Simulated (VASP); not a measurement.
## F2: single point with PBEsol

System: F2, in a box.

```
F
1.0
     9.00000    0.00000    0.00000
     0.00000    9.20000    0.00000
     0.00000    0.00000   10.40000
F
2
Cartesian
  4.5000 4.6000 4.5009
  4.5000 4.6000 5.8991
```

```
Program                : VASP 6.6.1
Task                   : single point
Functional             : PBEsol
Potentials or basis    : VASP PAW PBE potentials, release 64 (F_h)
Cutoff                 : 1350 eV
k mesh                 : 1 × 1 × 1
Occupations            : fermi-dirac, width 0.01 eV
Spin                   : no spin polarisation
Dipole correction      : no
Further INCAR settings : ALGO = Normal; EDIFF = 1e-06; NBANDS = 14
```

```json
{
  "Largest force": "0.016 eV/Å"
}
```

Forces on the atoms (eV/Å):
```
F    0.000  0.000 -0.016
F    0.000  0.000  0.016
```

Levels at points of the mesh, in eV from the Fermi level:
```
           k point  band 3  band 4  band 5  band 6  band 7  band 8  band 9  band 10  band 11  band 12
(0.00, 0.00, 0.00)   -6.51   -3.88   -3.88   -0.32   -0.32    3.41    8.59     9.98    10.05    10.34
```

It took 3 min on 1 thread of AMD EPYC 7R13 Processor (Zen 3), on a shared host, peak memory 1.9 GiB.

Caveat: the PAW data sets were made with another functional, which shifts forces and pressure a little.
